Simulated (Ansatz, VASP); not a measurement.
# One calculation of Li2BrCl, two programs

```
Cl Br Li
1.0
     1.86822    1.07862    6.09447
    -1.86822    1.07862    6.09447
     0.00000   -2.15723    6.09447
Cl Br Li
1 1 2
Cartesian
  1.8682 1.0786 6.0945
  0.0000 0.0000 9.1417
  0.0000 0.0000 4.6509
  0.0000 0.0000 13.6325
```

Alike in both runs: task single point; functional PBE; k mesh 6 × 6 × 6; no spin polarisation.

|  | VASP | Ansatz |
| --- | --- | --- |
| version | VASP 6.6.1 | Ansatz 0.2.0 |
| potentials or method | VASP PAW PBE potentials, release 64 (Cl, Br, Li_sv) | plane waves, PAW |
| plane-wave cutoff (eV) | 520 | 420 |
| occupations | gaussian, width 0.01 eV | fixed |
| valence electrons in the cell | 20 | 20 |

```tsv
	VASP	Ansatz	Ansatz less VASP
gap on the k mesh at the Fermi level (eV)	5.14	5.13	-0.011
```

Noted on VASP's run: the cutoff is short for stress, so the pressure is rough.
